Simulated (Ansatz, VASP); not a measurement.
## Two plane-wave programs on BaTiO3

```xyz
5
Lattice="3.9724 0.0000 0.0000 0.0000 3.8635 0.0000 0.0000 0.0000 4.1122" Properties=species:S:1:pos:R:3 pbc="T T T"
Ba    0.0000    0.0000   -0.0175
Ti    1.9862    1.9318    1.9636
O     1.9862    1.9318    0.1360
O     1.9862    0.0000    2.1481
O     0.0000    1.9318    2.1149
```

Change from the starting cell: uniaxial_y strain -2.7%.

Alike in both runs: task single point; functional PBE; k mesh 6 × 6 × 6; occupations fermi-dirac, width 0.02 eV; no spin polarisation.

```csv
,VASP,Ansatz
version,VASP 6.6.1,Ansatz 0.2.0
potentials or method,"VASP PAW PBE potentials, release 64 (Ba_sv, Ti_sv, O_h)","plane waves, PAW"
plane-wave cutoff (eV),910,420
valence electrons in the cell,40,40
```

Ansatz gave:

* gap on the k mesh at the Fermi level (eV): 1.92
* rms of the force components (eV/Å): 0.039

Question: Which values does VASP return?

Answer: gap on the k mesh at the Fermi level (eV): 1.86; rms of the force components (eV/Å): 0.046.

Atom by atom the forces differ by 0.016 eV/Å (rms over components).

Spin-orbit coupling is off throughout. Noted on VASP's run: the cutoff is short for stress, so the pressure is rough.
